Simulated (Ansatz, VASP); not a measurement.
One calculation of Ti, two programs

File POSCAR:

```
Ti
1.0
    3.3168255356      0.0000000000      0.0000000000
    0.0000000000      3.3168255356      0.0000000000
    0.0000000000      0.0000000000      3.3168255356
Ti
2
Direct
    0.0000000000      0.0000000000      0.0000000000
    0.5000000000      0.5000000000      0.5000000000
```

Contents of INCAR.step1:

```
SYSTEM = Ti
PREC = Accurate
ENCUT = 520
ISMEAR = 0
SIGMA = 0.1
LREAL = .FALSE.
LASPH = .TRUE.
NELM = 80
NBANDS = 19
GGA = PE
ALGO = Normal
EDIFF = 1E-4
LWAVE = .TRUE.
LCHARG = .FALSE.
```

INCAR.step2

```
SYSTEM = Ti
PREC = Accurate
ENCUT = 520
EDIFF = 1E-6
ISMEAR = 0
SIGMA = 0.1
LREAL = .FALSE.
LASPH = .TRUE.
NELM = 80
ALGO = Normal
ISIF = 2
LWAVE = .FALSE.
LCHARG = .FALSE.
METAGGA = R2SCAN
LMIXTAU = .TRUE.
NBANDS = 19
ISTART = 1
```

KPOINTS

```
regular mesh
0
G
  16 16 16
  0 0 0
```

Input for Ansatz:

```yaml
crystal:
  lattice:
    - [3.3168255356, 0.0, 0.0]
    - [0.0, 3.3168255356, 0.0]
    - [0.0, 0.0, 3.3168255356]
  atoms:
    - { symbol: Ti, position: [0.0, 0.0, 0.0] }
    - { symbol: Ti, position: [0.5, 0.5, 0.5] }
basis:
  ecutwfc: 500
kpoints:
  mp_grid: { grid: [16, 16, 16] }
hamiltonian:
  xc: r2scan
scf:
  occupations: { method: gaussian, width: 0.1 }
output:
  forces: true
  stress: true
  eigenvalues: true
```

Change from the starting cell: equal strain along all axes, cell held, atoms relaxed: +2.0 %.

Alike in both runs: task single point; functional r2SCAN; k mesh 16 × 16 × 16; occupations gaussian, width 0.1 eV; no spin polarisation.

```csv
,VASP,Ansatz
version,VASP 6.6.1,Ansatz 0.2.0
potentials or method,"VASP PAW PBE potentials, release 64 (Ti_sv), cutoff 520 eV","scalar-relativistic, plane waves, PAW"
valence electrons in the cell,24,24
```

```tsv
	VASP	Ansatz	Ansatz less VASP
gap on the k mesh at the Fermi level (eV)	none	none	-
pressure (GPa)	-5.6	-5.9	-0.31
```

VASP's potentials were made for PBE, not for r2SCAN. A gap of «none» marks a metal or a gap that the smearing closes.
